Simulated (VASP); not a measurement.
# Sb2Se3 (Pnma) in VASP: electric field gradients with PBE

Aim: the electric field gradients of Sb2Se3 with PBE.

Program: VASP 6.6.1. These are calculated values, not measurements. Logs are shortened: lines on timing, memory, paths and dates and some standing lists are left out, and cuts for length are marked.

### Step 1. The cell of the first run

The structure is orthorhombic, space group Pnma (No. 62). The conventional cell has a = 11.680 Å, b = 3.980 Å, c = 11.580 Å, α = 90.00°, β = 90.00°, γ = 90.00°. Within 3.5 Å of Sb (site symmetry m) lie 6 Se at 2.64 to 3.25 Å. Sb (site symmetry m) has 7 Se at 2.56 to 3.45 Å within 3.5 Å. Within 3.5 Å of Se (site symmetry m) lie 3 Sb at 2.64 to 2.78 Å and 1 Se at 3.43 Å. Se (site symmetry m) has 5 Sb at 2.66 to 3.45 Å and 1 Se at 3.43 Å within 3.5 Å. Se (site symmetry m) has 5 Sb at 2.56 to 3.22 Å within 3.4 Å.

### Step 2. Electric field gradients, PBE

File INCAR:

```
SYSTEM = Sb2Se3
  PREC = Accurate
  ENCUT = 520
  EDIFF = 1E-8
  ISMEAR = -1
  SIGMA = 0.02
  LREAL = Auto
  LASPH = .True.
  NELM = 60
  ALGO = Normal
  ISIF = 2
  LWAVE = .False.
  LCHARG = .False.
  GGA = PE
  LEFG = .True.
  NBANDS = 72
```

File KPOINTS:

```
Automatic mesh
0
Gamma
  3 7 3
  0 0 0
```

File POSCAR:

```
Sb2Se3
1.0
   11.6800000000      0.0000000000      0.0000000000
    0.0000000000      3.9800000000      0.0000000000
    0.0000000000      0.0000000000     11.5800000000
Sb Se
8 12
Direct
    0.0305000000      0.2500000000      0.3280000000
    0.4695000000      0.7500000000      0.8280000000
    0.5305000000      0.2500000000      0.1720000000
    0.9695000000      0.7500000000      0.6720000000
    0.3522000000      0.2500000000      0.5397000000
    0.1478000000      0.7500000000      0.0397000000
    0.8522000000      0.2500000000      0.9603000000
    0.6478000000      0.7500000000      0.4603000000
    0.2132000000      0.2500000000      0.1935000000
    0.2868000000      0.7500000000      0.6935000000
    0.7132000000      0.2500000000      0.3065000000
    0.7868000000      0.7500000000      0.8065000000
    0.8698000000      0.2500000000      0.5566000000
    0.6302000000      0.7500000000      0.0566000000
    0.3698000000      0.2500000000      0.9434000000
    0.1302000000      0.7500000000      0.4434000000
    0.0534000000      0.2500000000      0.8732000000
    0.4466000000      0.7500000000      0.3732000000
    0.5534000000      0.2500000000      0.6268000000
    0.9466000000      0.7500000000      0.1268000000
```

Potentials or basis: VASP PAW PBE potentials, release 64 (Sb, Se).

Run with:

```
> cat potpaw_PBE.64/Sb/POTCAR potpaw_PBE.64/Se/POTCAR > POTCAR
> mpirun -np 1 vasp_std > vasp.out
```

OUTCAR:

```text
SYSTEM = Sb2Se3
   PREC = Accurate
   ENCUT = 520
   EDIFF = 1E-8
   ISMEAR = -1
   LREAL = Auto
   LASPH = .True.
   NELM = 60
   ISIF = 2
   GGA = PE

 ion  position               nearest neighbor table
   1  0.031  0.250  0.328-   9 2.64  16 2.66  16 2.66  20 3.22  20 3.22  13 3.25
   2  0.469  0.750  0.828-  10 2.64  15 2.66  15 2.66  19 3.22  19 3.22  14 3.25
   3  0.531  0.250  0.172-  11 2.64  14 2.66  14 2.66  18 3.22  18 3.22  15 3.25
   4  0.969  0.750  0.672-  12 2.64  13 2.66  13 2.66  17 3.22  17 3.22  16 3.25
   5  0.352  0.250  0.540-  19 2.56  10 2.78  10 2.78  18 2.98  18 2.98
   6  0.148  0.750  0.040-  20 2.56   9 2.78   9 2.78  17 2.98  17 2.98
   7  0.852  0.250  0.960-  17 2.56  12 2.78  12 2.78  20 2.98  20 2.98
   8  0.648  0.750  0.460-  18 2.56  11 2.78  11 2.78  19 2.98  19 2.98
   9  0.213  0.250  0.194-   1 2.64   6 2.78   6 2.78
  10  0.287  0.750  0.694-   2 2.64   5 2.78   5 2.78
  11  0.713  0.250  0.306-   3 2.64   8 2.78   8 2.78
  12  0.787  0.750  0.806-   4 2.64   7 2.78   7 2.78
  13  0.870  0.250  0.557-   4 2.66   4 2.66   1 3.25
  14  0.630  0.750  0.057-   3 2.66   3 2.66   2 3.25
  15  0.370  0.250  0.943-   2 2.66   2 2.66   3 3.25
  16  0.130  0.750  0.443-   1 2.66   1 2.66   4 3.25
  17  0.053  0.250  0.873-   7 2.56   6 2.98   6 2.98   4 3.22   4 3.22
  18  0.447  0.750  0.373-   8 2.56   5 2.98   5 2.98   3 3.22   3 3.22
  19  0.553  0.250  0.627-   5 2.56   8 2.98   8 2.98   2 3.22   2 3.22
  20  0.947  0.750  0.127-   6 2.56   7 2.98   7 2.98   1 3.22   1 3.22

  LATTYP: Found a simple orthorhombic cell.
 ALAT       =     3.9800000000
 B/A-ratio  =     2.9095477387
 C/A-ratio  =     2.9346733668

  Lattice vectors:

 A1 = (   0.0000000000,   3.9800000000,   0.0000000000)
 A2 = (   0.0000000000,   0.0000000000,  11.5800000000)
 A3 = (  11.6800000000,   0.0000000000,   0.0000000000)

Analysis of symmetry for initial positions (statically):
=====================================================================
 Subroutine PRICEL returns:
 Original cell was already a primitive cell.

 Routine SETGRP: Setting up the symmetry group for a
 simple orthorhombic supercell.

 Subroutine GETGRP returns: Found  8 space group operations
 (whereof  2 operations were pure point group operations)
 out of a pool of  8 trial point group operations.

The static configuration has the point symmetry S_2 .
 The point group associated with its full space group is D_2h.

Analysis of symmetry for dynamics (positions and initial velocities):
=====================================================================
 Subroutine PRICEL returns:
 Original cell was already a primitive cell.

 Routine SETGRP: Setting up the symmetry group for a
 simple orthorhombic supercell.

 Subroutine GETGRP returns: Found  8 space group operations
 (whereof  2 operations were pure point group operations)
 out of a pool of  8 trial point group operations.

The dynamic configuration has the point symmetry S_2 .
 The point group associated with its full space group is D_2h.

 Subroutine INISYM returns: Found  8 space group operations
 (whereof  2 operations are pure point group operations),
 and found     1 'primitive' translations

----------------------------------------------------------------------------------------

                                     Primitive cell

  volume of cell :     538.3125

  direct lattice vectors                    reciprocal lattice vectors
    11.680000000  0.000000000  0.000000000     0.085616438  0.000000000  0.000000000
     0.000000000  3.980000000  0.000000000     0.000000000  0.251256281  0.000000000
     0.000000000  0.000000000 11.580000000     0.000000000  0.000000000  0.086355786

  length of vectors
[... 110 lines left out ...]
   LREAL  =      T    real-space projection
   EDIFFG = 0.1E-06   stopping-criterion for IOM
   NSW    =      0    number of steps for IOM
   IBRION =     -1    ionic relax: 0-MD 1-quasi-New 2-CG
   NFREE  =      0    steps in history (QN), initial steepest desc. (CG)
   ISIF   =      2    stress and relaxation
   ISYM   =      2    0-nonsym 1-usesym 2-fastsym
   POTIM  = 0.5000    time-step for ionic-motion
   TEBEG  =    0.0;   TEEND  =   0.0 temperature during run
   PSTRESS=    0.0 pullay stress
   NELECT =     112.0000    total number of electrons
   NUPDOWN=      -1.0000    fix difference up-down
   EMIN   =  10.00;   EMAX   =-10.00  energy-range for DOS
   EFERMI =   0.00;   METHOD = LEGACY
   ISMEAR =    -1;   SIGMA  =   0.02  broadening in eV -4-tet -1-fermi 0-gaus
   EFERMI_NEDOS =   21; number of points for ismear=-14 and -15
   IALGO  =     38    algorithm
   IMIX   =      4    mixing-type and parameters
     AMIX     =   0.40;   BMIX     =  1.00
     AMIX_MAG =   1.60;   BMIX_MAG =  1.00
  volume/ion in A,a.u.               =      26.92       181.64
  Fermi-wavevector in a.u.,A,eV,Ry     =   0.970069  1.833165 12.803546  0.941034
  Thomas-Fermi vector in A             =   2.100174
   LORBIT       =      0    0 simple, 1 ext, 2 COOP (PROOUT), +10 PAW based schemes
   GGA     = PE    functional components
   LHFCALC =     F    Hartree Fock is set to
   AEXX    =    0.0000 exact exchange contribution
   IVDW    =     0    specifies the selected vdW correction
   LEPSILON=     F    determine dielectric tensor
   LRPA    =     F    only Hartree local field effects (RPA)
 non-spin polarized calculation
  energy-cutoff  :      520.00
  volume of cell :      538.31
 maximum number of plane-waves:     14535
 NGX is ok and might be reduce to    90
   NGX = 43   NGY = 15   NGZ = 43

 number of electron     111.9999990 magnetization

 Free energy of the ion-electron system (eV)
  ---------------------------------------------------
  ext. energy  EPLUGINS =         0.00000000
  ---------------------------------------------------
  free energy    TOTEN  =       -79.89190788 eV

  energy without entropy =      -79.89190788  energy(sigma->0) =      -79.89190788

 E-fermi :   5.1147     XC(G=0):  -9.3671

 val. band max:        4.6655928365   @ k =   0.3333   0.0000   0.0000
 cond. band min:       5.6142355897   @ k =   0.3333   0.0000   0.3333
 fundamental gap:      0.9486427533
 Fermi energy:         5.1147252790

 k-point     1 :       0.0000    0.0000    0.0000
  band No.  band energies     occupation
      1      -9.6150      2.00000
      2      -9.3009      2.00000
      3      -9.0202      2.00000
      4      -8.8993      2.00000
      5      -8.7781      2.00000
      6      -8.5327      2.00000
[... 1125 lines left out ...]
     67       7.7193      0.00000
     68       7.8227      0.00000
 [bands above 68 left out]

------------------------ aborting loop because EDIFF is reached ----------------------------------------

  FORCE on cell =-STRESS in cart. coord.  units (eV):
  Direction    XX          YY          ZZ          XY          YZ          ZX
  --------------------------------------------------------------------------------------
  -------------------------------------------------------------------------------------
  Total       15.9130111     11.0270965     11.8960639      0.0000000      0.0000000      0.0000000
  in kB       47.3618299     32.8199023     35.4062063      0.0000000      0.0000000      0.0000000
  external PRESSURE =      38.5293129 kB  Pullay stress =       0.0000000 kB

 VOLUME and BASIS-vectors are now :
 -----------------------------------------------------------------------------
  energy-cutoff  :      520.00
  volume of cell :      538.31
      direct lattice vectors                 reciprocal lattice vectors
    11.680000000  0.000000000  0.000000000     0.085616438  0.000000000  0.000000000
     0.000000000  3.980000000  0.000000000     0.000000000  0.251256281  0.000000000
     0.000000000  0.000000000 11.580000000     0.000000000  0.000000000  0.086355786

 POSITION                                       TOTAL-FORCE (eV/Angst)
 -----------------------------------------------------------------------------------
      0.35624      0.99500      3.79824        -0.546470      0.000000     -0.125704
      5.48376      2.98500      9.58824         0.546470      0.000000     -0.125704
      6.19624      0.99500      1.99176        -0.546470      0.000000      0.125704
     11.32376      2.98500      7.78176         0.546470      0.000000      0.125704
      4.11370      0.99500      6.24973        -0.372848     -0.000000     -0.426412
      1.72630      2.98500      0.45973         0.372848      0.000000     -0.426412
[... 12 lines left out ...]
      6.46371      0.99500      7.25834         0.510081     -0.000000      0.368235
     11.05629      2.98500      1.46834        -0.510081      0.000000      0.368235
 -----------------------------------------------------------------------------------
    total drift:                                0.000000     -0.000000     -0.000000

  FREE ENERGIE OF THE ION-ELECTRON SYSTEM (eV)
  ---------------------------------------------------
  free  energy   TOTEN  =       -79.8919078752 eV

  energy  without entropy=      -79.8919078752  energy(sigma->0) =      -79.89190788

 Electric field gradients (V/A^2)
---------------------------------------------------------------------
 ion       V_xx      V_yy      V_zz      V_xy      V_xz      V_yz
---------------------------------------------------------------------
   1    -122.743    37.065    85.678     0.000   -21.759    -0.000
   2    -122.743    37.065    85.678    -0.000    21.759    -0.000
   3    -122.743    37.065    85.678    -0.000    21.759     0.000
   4    -122.743    37.065    85.678    -0.000   -21.759     0.000
   5     -86.369    89.090    -2.720    -0.000  -128.277    -0.000
   6     -86.369    89.090    -2.720    -0.000   128.277    -0.000
[... 12 lines left out ...]
  19     145.341  -141.064    -4.277    -0.000    42.112    -0.000
  20     145.341  -141.064    -4.277    -0.000   -42.112     0.000
---------------------------------------------------------------------

 Electric field gradients after diagonalization (V/A^2)
 (convention: |V_zz| > |V_xx| > |V_yy|)
----------------------------------------------------------------------
 ion       V_xx      V_yy      V_zz     asymmetry (V_yy - V_xx)/ V_zz
----------------------------------------------------------------------
   1      87.926    37.065  -124.990       0.407
   2      87.926    37.065  -124.990       0.407
   3      87.926    37.065  -124.990       0.407
   4      87.926    37.065  -124.990       0.407
   5      90.379    89.090  -179.468       0.007
   6      90.379    89.090  -179.468       0.007
[... 12 lines left out ...]
  19    -141.064   -15.316   156.380       0.804
  20    -141.064   -15.316   156.380       0.804
----------------------------------------------------------------------

           NMR quadrupolar parameters

 Cq : quadrupolar parameter    Cq=e*Q*V_zz/h
 eta: asymmetry parameters     (V_yy - V_xx)/ V_zz
 Q  : nuclear electric quadrupole moment in mb (millibarn)
----------------------------------------------------------------------
 ion       Cq(MHz)       eta       Q (mb)
----------------------------------------------------------------------
   1      -0.302       0.407       1.000
   2      -0.302       0.407       1.000
   3      -0.302       0.407       1.000
   4      -0.302       0.407       1.000
   5      -0.434       0.007       1.000
   6      -0.434       0.007       1.000
[... 12 lines left out ...]
  19       0.378       0.804       1.000
  20       0.378       0.804       1.000
----------------------------------------------------------------------
```

Wall time 11 min (1 thread of Intel Xeon Platinum 8488C (Sapphire Rapids), shared host); peak memory 0.74 GiB.

What came out:

| Item | Value |
| --- | --- |
| Free energy | -79.8919 eV |
| Pressure | 3.9 GPa |
| Largest force | 0.629 eV/Å |
| Band gap on the k mesh | 0.95 eV (least direct gap 0.98 eV) |
| Largest electric field gradient by atom | Sb -125.0, -179.5 (each value once); Se +86.4, -275.5, +156.4 (each value once) V/Å² |

Forces on the atoms (eV/Å):
```
Sb  -0.546  0.000 -0.126
Sb   0.546  0.000 -0.126
Sb  -0.546  0.000  0.126
Sb   0.546  0.000  0.126
Sb  -0.373  0.000 -0.426
Sb   0.373  0.000 -0.426
Sb  -0.373  0.000  0.426
Sb   0.373  0.000  0.426
Se   0.412  0.000  0.078
Se  -0.412  0.000  0.078
Se   0.412  0.000 -0.078
Se  -0.412  0.000 -0.078
Se  -0.200  0.000 -0.287
Se   0.200  0.000 -0.287
Se  -0.200  0.000  0.287
Se   0.200  0.000  0.287
Se   0.510  0.000 -0.368
Se  -0.510  0.000 -0.368
Se   0.510  0.000  0.368
Se  -0.510  0.000  0.368
```

Levels at points of the mesh, in eV from the valence-band top:
| k point | band 52 | band 53 | band 54 | band 55 | band 56 | band 57 | band 58 | band 59 | band 60 | band 61 |
| --- | --- | --- | --- | --- | --- | --- | --- | --- | --- | --- |
| (0.00, 0.00, 0.00) | -0.44 | -0.31 | -0.16 | -0.12 | -0.06 | 1.13 | 1.20 | 1.33 | 1.44 | 1.84 |

Electric field gradients, principal values (V/Å²):
| atom | least | middle | greatest (by size) |
| --- | --- | --- | --- |
| 1 Sb | 37.065 | 87.926 | -124.990 |
| 2 Sb | 37.065 | 87.926 | -124.990 |
| 3 Sb | 37.065 | 87.926 | -124.990 |
| 4 Sb | 37.065 | 87.926 | -124.990 |
| 5 Sb | 89.090 | 90.379 | -179.468 |
| 6 Sb | 89.090 | 90.379 | -179.468 |
| 7 Sb | 89.090 | 90.379 | -179.468 |
| 8 Sb | 89.090 | 90.379 | -179.468 |
| 9 Se | -10.280 | -76.124 | 86.404 |
| 10 Se | -10.280 | -76.124 | 86.404 |
| 11 Se | -10.280 | -76.124 | 86.404 |
| 12 Se | -10.280 | -76.124 | 86.404 |
| 13 Se | 98.228 | 177.272 | -275.500 |
| 14 Se | 98.228 | 177.272 | -275.500 |
| 15 Se | 98.228 | 177.272 | -275.500 |
| 16 Se | 98.228 | 177.272 | -275.500 |
| 17 Se | -15.316 | -141.064 | 156.380 |
| 18 Se | -15.316 | -141.064 | 156.380 |
| 19 Se | -15.316 | -141.064 | 156.380 |
| 20 Se | -15.316 | -141.064 | 156.380 |

Caveat: the cell stands under pressure; without QUAD_EFG the Cq values of the log hold for a quadrupole moment of 1 mb, not for the nuclei; spin-orbit coupling is left out, which moves the levels of the heavy elements; an odd mesh through Γ misses points on the zone boundary, where band edges can lie.
